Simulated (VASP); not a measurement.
# HOs12 (a cell with a defect) in VASP: further runs, part 2 of 2

VASP 6.6.1.

**3. Single point, PBE**

Contents of INCAR:

```
PREC = Accurate
ENCUT = 520
EDIFF = 1E-7
ISMEAR = -1
SIGMA = 0.15
LREAL = F
LASPH = T
NELM = 80
ALGO = Normal
ISIF = 2
LWAVE = F
LCHARG = F
GGA = PE
NBANDS = 60
```

Contents of KPOINTS:

```
regular mesh
0
Gamma
  4 3 4
```

Contents of POSCAR:

```
HOs12
1.0
    5.4800000000      0.0000000000      0.0000000000
   -4.1100000000      7.1187290000      0.0000000000
    0.0000000000      0.0000000000      4.3264600000
Os H
12 1
Direct
    0.0088126272      0.0066163496      0.0093610018
    0.1660012455      0.2182693006      0.4942146697
    0.0060877266      0.3349052900      0.0014792694
    0.1677542017      0.5630639964      0.4919957656
   -0.0062131410      0.6773119190      0.0164337588
    0.1683591949      0.8931650580      0.4941453290
    0.5079143045     -0.0034135307      0.0089218437
    0.6668736039      0.2093351215      0.4785205457
    0.4899168431      0.3257042093      0.0073501200
    0.6611387713      0.5584283374      0.4949774180
    0.4984237848      0.6680686960     -0.0014099287
    0.6662438363      0.8818287647      0.5026742418
    0.8168812757      0.4255253993      0.7282397156
```

Potentials or basis: VASP PAW PBE potentials, release 64 (Os, H).

On the command line:

```
cat potpaw_PBE.64/Os/POTCAR potpaw_PBE.64/H/POTCAR > POTCAR
mpirun -np 1 vasp_std > vasp.out
```

OUTCAR:

```text
PREC = Accurate
   ENCUT = 520
   EDIFF = 1E-7
   ISMEAR = -1
   LREAL = F
   LASPH = T
   NELM = 80
   ISIF = 2
   GGA = PE

 ion  position               nearest neighbor table
   1  0.009  0.007  0.009-   2 2.58   6 2.62   9 2.63   5 2.67  12 2.68   2 2.69   7 2.70   3 2.71
                             6 2.72  12 2.73   7 2.78  11 2.79
   2  0.166  0.218  0.494-   1 2.58   9 2.61   3 2.66   6 2.68   1 2.69   8 2.70   9 2.70   3 2.71
                            12 2.75  10 2.76   8 2.78   4 2.83
   3  0.006  0.335  0.001-  13 1.95   8 2.62   2 2.66   4 2.67   9 2.69   1 2.71   2 2.71  11 2.72
                             4 2.74   7 2.76   8 2.78   9 2.79   5 2.85
   4  0.168  0.563  0.492-  13 1.96   5 2.63  11 2.65   3 2.67  12 2.68  11 2.70   6 2.71  10 2.72
                             3 2.74  10 2.76   5 2.80   2 2.83   8 2.83
   5  0.994  0.677  0.016-   6 2.58  10 2.60   4 2.63   1 2.67  11 2.68   7 2.73   6 2.73  10 2.75
                             4 2.80  11 2.81   9 2.83   3 2.85
   6  0.168  0.893  0.494-   5 2.58   1 2.62   7 2.65   8 2.67   2 2.68  12 2.71   4 2.71   1 2.72
                             5 2.73   7 2.75  10 2.77  12 2.78
   7  0.508  0.997  0.009-   8 2.53   6 2.65  12 2.65  11 2.68  12 2.69   1 2.70   5 2.73   8 2.75
[... 235 lines left out ...]
      6       2.4168      2.00000
[... 1501 lines left out ...]
     59      11.3302      0.00004
     60      11.4262      0.00002

 [... further k-points ...]
[... 5 lines left out ...]
  --------------------------------------------------------------------------------------
  -------------------------------------------------------------------------------------
  Total       12.5944635     15.0282991     15.8929432     -0.5727827      0.7491983     -0.2749475
  in kB      119.5568714    142.6608153    150.8687189     -5.4373180      7.1119989     -2.6100246
  external PRESSURE =     137.6954685 kB  Pullay stress =       0.0000000 kB

 VOLUME and BASIS-vectors are now :
 -----------------------------------------------------------------------------
  energy-cutoff  :      520.00
  volume of cell :      168.78
      direct lattice vectors                 reciprocal lattice vectors
     5.480000000  0.000000000  0.000000000     0.182481752  0.105355886  0.000000000
    -4.110000000  7.118729000  0.000000000     0.000000000  0.140474514  0.000000000
     0.000000000  0.000000000  4.326460000     0.000000000  0.000000000  0.231135848

 POSITION                                       TOTAL-FORCE (eV/Angst)
 -----------------------------------------------------------------------------------
      0.02110      0.04710      0.04050        -0.378655     -0.743334     -1.296928
      0.01260      1.55380      2.13820        -0.251141      0.790224      0.943348
     -1.34310      2.38410      0.00640         0.156856     -0.140599     -0.269905
     -1.39490      4.00830      2.12860         0.426916     -0.424260      0.578918
      2.66220      4.82160      0.07110         0.994901     -0.612189     -1.426640
     -2.74830      6.35820      2.13790         0.275616     -0.294097      1.110397
     -1.31260      7.09443      0.03860        -0.689787     -0.117934     -1.424073
      2.79410      1.49020      2.07030        -0.496450      0.777920      1.737465
      1.34610      2.31860      0.03180         0.333363      0.693203     -0.757504
      1.32790      3.97530      2.14150        -0.150327     -0.580288      0.491944
     -0.01440      4.75580      4.32036        -0.006103     -0.402317     -0.117879
      0.02670      6.27750      2.17480        -0.168208      0.739007      0.286409
      2.72760      3.02920      3.15070        -0.046980      0.314664      0.144447
 -----------------------------------------------------------------------------------
    total drift:                               -0.000003      0.000058     -0.000143

  FREE ENERGIE OF THE ION-ELECTRON SYSTEM (eV)
  ---------------------------------------------------
  free  energy   TOTEN  =      -137.2933708921 eV

  energy  without entropy=     -136.8286588002  energy(sigma->0) =     -137.06101485
```

OSZICAR:

```text
N       E                     dE             d eps       ncg     rms          rms(c)
DAV:   1     0.818691111852E+03    0.81869E+03   -0.44861E+04  3120   0.156E+03
DAV:   2    -0.526995516433E+02   -0.87139E+03   -0.83607E+03  3136   0.560E+02
DAV:   3    -0.140154767599E+03   -0.87455E+02   -0.81441E+02  4340   0.116E+02
[... 13 lines left out ...]
DAV:  17    -0.137293372072E+03    0.22187E-05   -0.12513E-06  3904   0.550E-03    0.167E-03
DAV:  18    -0.137293371378E+03    0.69438E-06   -0.49434E-07  2344   0.295E-03    0.116E-03
DAV:  19    -0.137293371059E+03    0.31876E-06   -0.31685E-07  2208   0.119E-03    0.794E-04
DAV:  20    -0.137293370918E+03    0.14136E-06   -0.21032E-07  2184   0.864E-04    0.538E-04
DAV:  21    -0.137293370892E+03    0.25864E-07   -0.15607E-07  2160   0.485E-04
   1 F= -.13729337E+03 E0= -.13706101E+03  d E =-.464712E+00
```

Wall time 6.6 min (1 thread of Intel Xeon Platinum 8488C (Sapphire Rapids), shared host); peak memory 0.38 GiB.

What came out:

- Free energy: -137.2934 eV
- Pressure: 13.8 GPa
- Largest force: 1.967 eV/Å
- Band gap on the k mesh: zero (an odd number of electrons rules out a gap without spin polarisation)

Forces in eV/Å, atoms in the order of the input:
```
Os  -0.379 -0.743 -1.297
Os  -0.251  0.790  0.943
Os   0.157 -0.141 -0.270
Os   0.427 -0.424  0.579
Os   0.995 -0.612 -1.427
Os   0.276 -0.294  1.110
Os  -0.690 -0.118 -1.424
Os  -0.496  0.778  1.737
Os   0.333  0.693 -0.758
Os  -0.150 -0.580  0.492
Os  -0.006 -0.402 -0.118
Os  -0.168  0.739  0.286
H   -0.047  0.315  0.144
```

Stress tensor (GPa, compression positive):
```
11.96 -0.54 -0.26
-0.54 14.27  0.71
-0.26  0.71 15.09
```

Levels at points of the mesh, in eV from the Fermi level:
| k point | band 45 | band 46 | band 47 | band 48 | band 49 | band 50 | band 51 | band 52 |
| --- | --- | --- | --- | --- | --- | --- | --- | --- |
| (0.00, 0.00, 0.00) | -0.54 | 0.00 | 0.12 | 0.44 | 0.46 | 0.59 | 0.64 | 0.76 |
| (0.50, 0.00, 0.00) | -1.00 | -0.86 | -0.77 | -0.60 | -0.50 | -0.39 | -0.26 | -0.20 |
| (0.00, 0.00, 0.50) | -1.17 | -1.02 | -0.67 | -0.41 | 0.50 | 0.58 | 0.77 | 0.82 |
| (0.50, 0.00, 0.50) | -1.58 | -1.54 | -1.34 | -1.22 | 0.49 | 0.55 | 0.67 | 0.78 |

Caveat: the k points lie up to 0.36 Å⁻¹ apart, too coarse for converged energies and pressures of a metal; spin-orbit coupling is left out, which moves the levels of the heavy elements.
